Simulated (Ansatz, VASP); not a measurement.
## BAs: VASP beside Ansatz

File INCAR:

```
PREC = Accurate ; ENCUT = 520
EDIFF = 1E-7 ; ISMEAR = -1
SIGMA = 0.08 ; LREAL = F
LASPH = T ; NELM = 60
ALGO = Normal ; ISIF = 2
LWAVE = F ; LCHARG = F
GGA = PE ; NBANDS = 11
```

Contents of KPOINTS:

```
Automatic mesh
0
Gamma
  14 14 14
```

The input POSCAR:

```
BAs
1.0
    0.0000000000      2.3555712070      2.3555712070
    2.3555712070      0.0000000000      2.3555712070
    2.3555712070      2.3555712070      0.0000000000
B As
1 1
Direct
    0.0000000000      0.0000000000      0.0000000000
    0.2500000000      0.2500000000      0.2500000000
```

Input for Ansatz:

```yaml
crystal:
  lattice:
    - [0.0, 2.355571207, 2.355571207]
    - [2.355571207, 0.0, 2.355571207]
    - [2.355571207, 2.355571207, 0.0]
  atoms:
    - { symbol: B, position: [0.0, 0.0, 0.0] }
    - { symbol: As, position: [0.25, 0.25, 0.25] }
kpoints:
  mp_grid: { grid: [14, 14, 14] }
scf:
  occupations: { method: fermi_dirac, width: 0.08 }
hamiltonian:
  xc: pbe
  pseudopotentials: { kind: paw, level: accurate }
output:
  forces: true
  stress: true
  eigenvalues: true
  write_density: true
  write_potential: true
  elf: true
  volumetric_format: npy
```

Alike in both runs: task single point; functional PBE; k mesh 14 × 14 × 14; occupations fermi-dirac, width 0.08 eV; no spin polarisation.

|  | VASP | Ansatz |
| --- | --- | --- |
| version | VASP 6.6.1 | Ansatz 0.2.0 |
| potentials or method | VASP PAW PBE potentials, release 64 (B, As) | PAW with other files of Ansatz's library (level accurate), scalar-relativistic |
| plane-wave cutoff (eV) | 520 | 760 |
| valence electrons in the cell | 8 | 18 |

|  | VASP | Ansatz | Ansatz less VASP |
| --- | --- | --- | --- |
| pressure (GPa) | 10.0 | 9.2 | -0.85 |

VASP's potentials hold 8 valence electrons a cell and Ansatz's 18, so a difference there can come from the potentials and not from the codes. Ansatz's warnings: written density without core change.
